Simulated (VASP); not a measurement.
Wanted: the native input for a VASP 6.6.1 run.

```yaml
Task: single point
Functional: PBE
Potentials_or_basis: VASP PAW PBE potentials, release 64 (Si, O)
Cutoff: 520 eV
k_mesh: 6 × 6 × 8
Occupations: gaussian, width 0.05 eV
Spin: no spin polarisation
Dipole_correction: no
Further_INCAR_settings: ALGO = Normal; EDIFF = 1e-07; NBANDS = 25
```

The structure of SiO2 lies in POSCAR:

```
SiO2
1.0
    4.2358788266      0.0000000000      0.0000000000
    0.0000000000      4.1371828499      0.0000000000
    0.0000000000      0.0000000000      2.6897743046
Si O
2 4
Direct
    0.5000000000      0.5000000000      0.5000000000
    0.0000000000      0.0000000000      0.0000000000
    0.6557534092      0.7302721762      0.0000000000
    0.1557534092      0.7697278238      0.5000000000
    0.3442465908      0.2697278238      0.0000000000
    0.8442465908      0.2302721762      0.5000000000
```

This cell differs from its parent crystal: atoms displaced along a vibrational mode, the cell strained.

These files were run (other wordings do the same):

INCAR

```
PREC = Accurate ; ENCUT = 520
EDIFF = 1E-7 ; ISMEAR = 0
SIGMA = 0.05 ; LREAL = False
LASPH = True ; NELM = 80
ALGO = Normal ; ISIF = 2
LWAVE = False ; LCHARG = False
GGA = PE ; NBANDS = 25
```

KPOINTS

```
regular mesh
0
Gamma
  6 6 8
```

Potentials or basis: VASP PAW PBE potentials, release 64 (Si, O).

Run with:

```sh
$ cat potpaw_PBE.64/Si/POTCAR potpaw_PBE.64/O/POTCAR > POTCAR
$ mpirun -np 1 vasp_std > vasp.out
```

Results of the run:

* Pressure: 3.4 GPa
* Largest force: 0.817 eV/Å
* Band gap on the k mesh: 5.64 eV (least direct gap 5.68 eV)

Caveat: the cell differs from its parent crystal (atoms displaced along a vibrational mode, the cell strained); the stress differs along the axes, from 0 to 9 GPa.

It took 95 s on 1 thread of Intel Xeon 8259CL, with other jobs on the host, peak memory 0.2 GiB.
